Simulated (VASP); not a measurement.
Te2Mo:

```
Te Mo
1.0
     6.33000    0.00000    0.00000
     0.00000    3.46900    0.00000
    -0.94679    0.00000   13.82762
Te Mo
8 4
Cartesian
  5.4013 2.6018 8.3588
  -0.0181 0.8672 5.4688
  4.9099 0.8672 11.7728
  0.4733 2.6018 2.0548
  1.7550 2.6018 12.3826
  3.6282 0.8672 1.4450
  2.1916 0.8672 8.9658
  3.1917 2.6018 4.8618
  4.2299 2.6018 13.7253
  1.1533 0.8672 0.1023
  3.8493 0.8672 6.8225
  1.5339 2.6018 7.0051
```

Base run:

| Quantity | Value |
| --- | --- |
| Program | VASP 6.6.1 |
| Functional | r2SCAN |
| Potentials or basis | VASP PAW PBE potentials, release 64 (Te, Mo_sv) |
| Cutoff | 520 eV |
| k mesh | 4 × 8 × 2 |
| Occupations | fermi-dirac, width 0.05 eV |
| Spin | no spin polarisation |

Its results: band gap on the k mesh zero (bands 52 and 53 overlap by 0.09 eV); pressure 2.1 GPa; largest force 0.292 eV/Å.

Q: The run is repeated on the same cell with these changes: dispersion from none to D3(BJ). What comes out?

A: Band gap on the k mesh zero (bands 52 and 53 overlap by 0.09 eV); pressure 0.5 GPa; largest force 0.291 eV/Å.

Dispersion adds attraction, which lowers the pressure at fixed volume and, as a term added to the energy, leaves the levels alone.

Caveats: the PAW data sets were made with another functional, which shifts forces and pressure a little; spin-orbit coupling is left out, which moves the levels of the heavy elements; three body term missing (at least some runs).
